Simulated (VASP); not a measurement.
# As (Pm-3m) in VASP: single point with r2SCAN

Aim: the single point of As with r2SCAN.

All numbers are computed with VASP 6.6.1; they aren't measurements. Logs are shortened: lines on timing, memory, paths and dates and some standing lists are left out, and cuts for length are marked.

### 1 The cell of the first run

The structure is cubic, space group Pm-3m (No. 221). The conventional cell has a = 2.830 Å, b = 2.830 Å, c = 2.830 Å, α = 90.00°, β = 90.00°, γ = 90.00°. Within 3.7 Å of As (site symmetry m-3m) lie 6 As at 2.83 Å.

### 2 Single point, r2SCAN

Input file POSCAR:

```
As
1.0
    2.8297740000      0.0000000000      0.0000000000
    0.0000000000      2.8297740000      0.0000000000
    0.0000000000      0.0000000000      2.8297740000
As
1
Direct
    0.0000000000      0.0000000000      0.0000000000
```

Input file INCAR.step1:

```
PREC = Accurate ; ENCUT = 520
ISMEAR = -1 ; SIGMA = 0.1
LREAL = F ; LASPH = T
NELM = 60 ; NBANDS = 8
GGA = PE ; ALGO = Normal
EDIFF = 1E-4 ; LWAVE = T
LCHARG = F
```

Input file INCAR.step2:

```
PREC = Accurate ; ENCUT = 520
EDIFF = 1E-6 ; ISMEAR = -1
SIGMA = 0.1 ; LREAL = F
LASPH = T ; NELM = 60
ALGO = Normal ; ISIF = 2
LWAVE = F ; LCHARG = F
METAGGA = R2SCAN ; LMIXTAU = T
NBANDS = 8 ; ISTART = 1
```

Input file KPOINTS:

```
regular mesh
0
Gamma
  12 12 12
```

Potentials or basis: VASP PAW PBE potentials, release 64 (As).

Launch:

```
> cat potpaw_PBE.64/As/POTCAR > POTCAR
> cp INCAR.step1 INCAR
> mpirun -np 1 vasp_std > vasp.out
> cp INCAR.step2 INCAR
> mpirun -np 1 vasp_std > vasp.out
```

OUTCAR:

```text
PREC = Accurate
   ENCUT = 520
   EDIFF = 1E-6
   ISMEAR = -1
   LREAL = F
   LASPH = T
   NELM = 60
   ISIF = 2
   METAGGA = R2SCAN
   ISTART = 1

 ion  position               nearest neighbor table
   1  0.000  0.000  0.000-

  LATTYP: Found a simple cubic cell.
 ALAT       =     2.8297740000

  Lattice vectors:

 A1 = (   2.8297740000,   0.0000000000,   0.0000000000)
 A2 = (   0.0000000000,   2.8297740000,   0.0000000000)
 A3 = (   0.0000000000,   0.0000000000,   2.8297740000)

Analysis of symmetry for initial positions (statically):
=====================================================================
 Subroutine PRICEL returns:
 Original cell was already a primitive cell.

 Routine SETGRP: Setting up the symmetry group for a
 simple cubic supercell.

 Subroutine GETGRP returns: Found 48 space group operations
 (whereof 48 operations were pure point group operations)
 out of a pool of 48 trial point group operations.

The static configuration has the point symmetry O_h .

Analysis of symmetry for dynamics (positions and initial velocities):
=====================================================================
 Subroutine PRICEL returns:
 Original cell was already a primitive cell.

 Routine SETGRP: Setting up the symmetry group for a
 simple cubic supercell.

 Subroutine GETGRP returns: Found 48 space group operations
 (whereof 48 operations were pure point group operations)
 out of a pool of 48 trial point group operations.

The dynamic configuration has the point symmetry O_h .

 Subroutine INISYM returns: Found 48 space group operations
 (whereof 48 operations are pure point group operations),
 and found     1 'primitive' translations

----------------------------------------------------------------------------------------

                                     Primitive cell

  volume of cell :      22.6598

  direct lattice vectors                    reciprocal lattice vectors
     2.829774000  0.000000000  0.000000000     0.353385111  0.000000000  0.000000000
     0.000000000  2.829774000  0.000000000     0.000000000  0.353385111  0.000000000
     0.000000000  0.000000000  2.829774000     0.000000000  0.000000000  0.353385111

  length of vectors
     2.829774000  2.829774000  2.829774000     0.353385111  0.353385111  0.353385111

  position of ions in fractional coordinates (direct lattice)
     0.000000000  0.000000000  0.000000000

  ion indices of the primitive-cell ions
   primitive index   ion index
                 1           1

----------------------------------------------------------------------------------------

 KPOINTS: regular mesh

Automatic generation of k-mesh.
 Grid dimensions read from file:
 generate k-points for:   12   12   12

 Generating k-lattice:

  Cartesian coordinates                     Fractional coordinates (reciprocal lattice)
     0.029448759  0.000000000  0.000000000     0.083333333  0.000000000  0.000000000
     0.000000000  0.029448759  0.000000000     0.000000000  0.083333333  0.000000000
     0.000000000  0.000000000  0.029448759     0.000000000  0.000000000  0.083333333

  Length of vectors
     0.029448759  0.029448759  0.029448759

  Shift w.r.t. Gamma in fractional coordinates (k-lattice)
     0.000000000  0.000000000  0.000000000

 Subroutine IBZKPT returns following result:
 ===========================================

 Found     84 irreducible k-points:

 Following reciprocal coordinates:
            Coordinates               Weight
  0.000000  0.000000  0.000000      1.000000
  0.083333  0.000000  0.000000      6.000000
  0.166667  0.000000  0.000000      6.000000
  0.250000  0.000000  0.000000      6.000000
  0.333333  0.000000  0.000000      6.000000
  0.416667  0.000000  0.000000      6.000000
[... 16 lines left out ...]
  0.333333  0.333333  0.000000     12.000000
  0.416667  0.333333  0.000000     24.000000
 [... further k-points ...]
   k-points           NKPTS =     84   k-points in BZ     NKDIM =     84   number of bands    NBANDS=      8
   number of dos      NEDOS =    301   number of ions     NIONS =      1
   total plane-waves  NPLWV =  13824
   dimension x,y,z NGX =    24 NGY =   24 NGZ =   24
   dimension x,y,z NGXF=    48 NGYF=   48 NGZF=   48
   ions per type =               1
   NGX,Y,Z   is equivalent  to a cutoff of  14.10, 14.10, 14.10 a.u.
   NGXF,Y,Z  is equivalent  to a cutoff of  28.20, 28.20, 28.20 a.u.
 SYSTEM =  unknown system
   PREC   = accura    normal or accurate (medium, high low for compatibility)
   ISTART =      1    job   : 0-new  1-cont  2-samecut
   ICHARG =      0    charge: 1-file 2-atom 10-const
   ISPIN  =      1    spin polarized calculation?
   LNONCOLLINEAR =      F non collinear calculations
   LSORBIT =      F    spin-orbit coupling
   LASPH  =      T    aspherical Exc in radial PAW
   ENCUT  =  520.0 eV  38.22 Ry    6.18 a.u.   5.26  5.26  5.26*2*pi/ulx,y,z
   NELM   =     60;   NELMIN=  2; NELMDL=  0     # of ELM steps
   EDIFF  = 0.1E-05   stopping-criterion for ELM
   LREAL  =      F    real-space projection
   EDIFFG = 0.1E-04   stopping-criterion for IOM
   NSW    =      0    number of steps for IOM
   IBRION =     -1    ionic relax: 0-MD 1-quasi-New 2-CG
   NFREE  =      0    steps in history (QN), initial steepest desc. (CG)
   ISIF   =      2    stress and relaxation
   ISYM   =      2    0-nonsym 1-usesym 2-fastsym
   POTIM  = 0.5000    time-step for ionic-motion
   TEBEG  =    0.0;   TEEND  =   0.0 temperature during run
   PSTRESS=    0.0 pullay stress
   NELECT =       5.0000    total number of electrons
   NUPDOWN=      -1.0000    fix difference up-down
   EMIN   =  10.00;   EMAX   =-10.00  energy-range for DOS
   EFERMI =   0.00;   METHOD = LEGACY
   ISMEAR =    -1;   SIGMA  =   0.10  broadening in eV -4-tet -1-fermi 0-gaus
   EFERMI_NEDOS =   21; number of points for ismear=-14 and -15
   IALGO  =     38    algorithm
   IMIX   =      4    mixing-type and parameters
     AMIX     =   0.40;   BMIX     =  1.00
     AMIX_MAG =   1.60;   BMIX_MAG =  1.00
  volume/ion in A,a.u.               =      22.66       152.92
  Fermi-wavevector in a.u.,A,eV,Ry     =   0.989266  1.869442 13.315304  0.978647
  Thomas-Fermi vector in A             =   2.120852
   LORBIT       =      0    0 simple, 1 ext, 2 COOP (PROOUT), +10 PAW based schemes
   METAGGA = R2SCAN    functional components
   LHFCALC =     F    Hartree Fock is set to
   AEXX    =    0.0000 exact exchange contribution
   IVDW    =     0    specifies the selected vdW correction
   LEPSILON=     F    determine dielectric tensor
   LRPA    =     F    only Hartree local field effects (RPA)
 non-spin polarized calculation
  energy-cutoff  :      520.00
  volume of cell :       22.66
 maximum number of plane-waves:       627
 NGX is ok and might be reduce to    24
   NGX = 11   NGY = 11   NGZ = 11

 number of electron       5.0000000 magnetization

 Free energy of the ion-electron system (eV)
  ---------------------------------------------------
  ext. energy  EPLUGINS =         0.00000000
  ---------------------------------------------------
  free energy    TOTEN  =       -14.46113041 eV

  energy without entropy =      -14.44104935  energy(sigma->0) =      -14.45108988

 E-fermi :   4.3837     XC(G=0): -10.3060

 val. band max:        4.3794328423   @ k =   0.4167   0.4167   0.3333
 cond. band min:       4.4186407456   @ k =   0.5000   0.3333   0.3333
 fundamental gap:      0.0392079033
 Fermi energy:         4.3837325729

 k-point     1 :       0.0000    0.0000    0.0000
  band No.  band energies     occupation
      1     -10.1927      2.00000
      2       8.1147      0.00000
      3       8.1147      0.00000
      4       8.1147      0.00000
      5      13.1136      0.00000
      6      13.1136      0.00000
      7      14.6792      0.00000
      8      28.5710      0.00000

 k-point     2 :       0.0833    0.0000    0.0000
  band No.  band energies     occupation
      1     -10.0758      2.00000
      2       6.7807      0.00000
      3       8.2142      0.00000
      4       8.2142      0.00000
      5      13.2203      0.00000
      6      13.9658      0.00000
      7      15.4929      0.00000
      8      26.8566      0.00000

 k-point     3 :       0.1667    0.0000    0.0000
  band No.  band energies     occupation
      1      -9.7311      2.00000
      2       4.4548      0.65891
      3       8.5016      0.00000
      4       8.5016      0.00000
      5      13.5340      0.00000
      6      14.6015      0.00000
      7      18.1237      0.00000
      8      24.5264      0.00000

 k-point     4 :       0.2500    0.0000    0.0000
  band No.  band energies     occupation
      1      -9.1811      2.00000
      2       2.1683      2.00000
      3       8.9386      0.00000
      4       8.9386      0.00000
      5      14.0299      0.00000
      6      15.2617      0.00000
      7      20.8711      0.00000
      8      22.4209      0.00000

 k-point     5 :       0.3333    0.0000    0.0000
  band No.  band energies     occupation
      1      -8.4857      2.00000
      2       0.1808      2.00000
      3       9.4459      0.00000
      4       9.4459      0.00000
      5      14.6460      0.00000
      6      16.1323      0.00000
      7      20.7027      0.00000
      8      20.7027      0.00000
[... 177 lines left out ...]
 k-point    22 :       0.5000    0.2500    0.0000
  band No.  band energies     occupation
      1      -6.4544      2.00000
      2      -0.9514      2.00000
      3       4.5092      0.44385
      4      10.8454      0.00000
      5      11.4843      0.00000
      6      17.8881      0.00000
      7      20.0419      0.00000
      8      21.0714      0.00000

 k-point    23 :       0.3333    0.3333    0.0000
  band No.  band energies     occupation
      1      -6.7647      2.00000
      2       1.5294      2.00000
      3       1.9276      2.00000
      4      10.7351      0.00000
      5      11.3938      0.00000
      6      17.4153      0.00000
      7      21.9450      0.00000
      8      22.5216      0.00000

 k-point    24 :       0.4167    0.3333    0.0000
  band No.  band energies     occupation
      1      -6.0674      2.00000
      2       0.2364      2.00000
      3       2.2985      2.00000
      4      10.0896      0.00000
      5      11.1507      0.00000
      6      18.2471      0.00000
      7      21.0701      0.00000
      8      22.5015      0.00000

 [... further k-points ...]
[... 5 lines left out ...]
  --------------------------------------------------------------------------------------
  -------------------------------------------------------------------------------------
  Total       -1.1680313     -1.1680313     -1.1680313     -0.0000000     -0.0000000      0.0000000
  in kB      -82.5866396    -82.5866396    -82.5866396     -0.0000000     -0.0000000      0.0000000
  external PRESSURE =     -82.5866396 kB  Pullay stress =       0.0000000 kB

 VOLUME and BASIS-vectors are now :
 -----------------------------------------------------------------------------
  energy-cutoff  :      520.00
  volume of cell :       22.66
      direct lattice vectors                 reciprocal lattice vectors
     2.829774000  0.000000000  0.000000000     0.353385111  0.000000000  0.000000000
     0.000000000  2.829774000  0.000000000     0.000000000  0.353385111  0.000000000
     0.000000000  0.000000000  2.829774000     0.000000000  0.000000000  0.353385111

 POSITION                                       TOTAL-FORCE (eV/Angst)
 -----------------------------------------------------------------------------------
      0.00000      0.00000      0.00000         0.000000      0.000000      0.000000
 -----------------------------------------------------------------------------------
    total drift:                                0.000000      0.000000      0.000000

  FREE ENERGIE OF THE ION-ELECTRON SYSTEM (eV)
  ---------------------------------------------------
  free  energy   TOTEN  =       -14.4611304144 eV

  energy  without entropy=      -14.4410493468  energy(sigma->0) =      -14.45108988
```

It took 20 s on 1 thread of Intel Xeon Platinum 8488C (Sapphire Rapids), shared host; peak memory 0.14 GiB.

Results:

```yaml
Free_energy: -14.4611 eV
Pressure: -8.3 GPa
```

Caveat: the PAW data sets were made with another functional, which shifts forces and pressure a little.
